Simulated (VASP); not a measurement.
Runs of VASP 6.6.1 on MgSi. The structure is that of space group P4/mmm (No. 123), or close to it. The cells are those of the table. 

```csv
cell,gap on the mesh (eV),pressure (GPa)
"a = 2.817, b = 2.817, c = 4.373 Å, 2 atoms",none,(c)
"a = 2.948, b = 2.948, c = 3.993 Å, 2 atoms",none,(b)
"a = 3.133, b = 3.133, c = 3.536 Å, 2 atoms",none,-1.3
"a = 2.861, b = 2.861, c = 4.239 Å, 2 atoms",none,(a)
"a = 2.665, b = 2.665, c = 4.888 Å, 2 atoms",none,-2.4
"a = 2.990, b = 2.990, c = 3.882 Å, 2 atoms",none,-2.8
"a = 2.737, b = 2.737, c = 4.634 Å, 2 atoms",none,-3.4
"a = 3.070, b = 3.070, c = 3.682 Å, 2 atoms",none,-1.8
```

Alike in all rows: task single point; level LDA; potentials or basis VASP PAW LDA potentials, release 64 (Mg, Si); no spin polarisation; k mesh 18 × 18 × 14; cutoff (eV) 520; smearing gaussian 0.15 eV.

Q: Estimate the missing entries.

A: (a) -3.9; (b) -3.3; (c) -4.0.

Caveats: the stress differs along the axes, from -9 to -2 GPa (at least some runs); the cell stands under tension (at least some runs); the stress differs along the axes, from -3 to 2 GPa (at least some runs); the stress differs along the axes, from -8 to -2 GPa (at least some runs); the stress differs along the axes, from -12 to 2 GPa (at least some runs); the stress differs along the axes, from -10 to -0 GPa (at least some runs); the stress differs along the axes, from -4 to 2 GPa (at least some runs).

A gap of «none» marks levels without a gap at the run's occupations.
